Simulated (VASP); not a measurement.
Write the native input for VASP 6.6.1 that does the following.

| Quantity | Value |
| --- | --- |
| Task | single point |
| Functional | PBE |
| Potentials or basis | VASP PAW PBE potentials, release 64 (Sn_d, O) |
| Cutoff | 520 eV |
| k mesh | 10 × 10 × 8 |
| Occupations | gaussian, width 0.05 eV |
| Spin | no spin polarisation |
| Dipole correction | no |
| Further INCAR settings | ALGO = Normal; EDIFF = 1e-06; NBANDS = 28 |

The structure of SnO lies in POSCAR:

```
SnO
1.0
    3.9842158739      0.0000000000      0.0000000000
    0.0000000000      3.9842158739      0.0000000000
    0.0000000000      0.0000000000      4.9152585912
Sn O
2 2
Direct
    0.0000000000      0.5000000000      0.2287361932
    0.5000000000      0.0000000000      0.7712638068
    0.0000000000      0.0000000000      0.0000000000
    0.5000000000      0.5000000000      0.0000000000
```

This cell differs from its parent crystal: strain +0.030 along x and y, -0.030 along z.

These files were run (other wordings do the same):

INCAR

```
SYSTEM = SnO
  ALGO = Normal
  EDIFF = 1E-6
  ENCUT = 520
  GGA = PE
  ISIF = 2
  ISMEAR = 0
  LASPH = .True.
  LCHARG = .False.
  LREAL = .False.
  LWAVE = .False.
  NBANDS = 28
  NELM = 100
  PREC = Accurate
  SIGMA = 0.05
```

KPOINTS

```
k-points
0
Gamma
  10 10 8
  0 0 0
```

Potentials or basis: VASP PAW PBE potentials, release 64 (Sn_d, O).

Run with:

```console
$ cat potpaw_PBE.64/Sn_d/POTCAR potpaw_PBE.64/O/POTCAR > POTCAR
$ mpirun -np 1 vasp_std > vasp.out
```

Results of the run:

```yaml
Pressure: -2.8 GPa
Largest_force: 0.044 eV/Å
Band_gap_on_the_k_mesh: 0.77 eV, indirect (least direct gap 1.89 eV)
```

Caveat: the cell differs from its parent crystal (strain +0.030 along x and y, -0.030 along z); spin-orbit coupling is left out, which moves the levels of the heavy elements.

Wall time 2.4 min on 1 thread of Intel(R) Xeon(R) Platinum 8488C (Sapphire Rapids), on a shared host, peak memory 0.3 GiB.
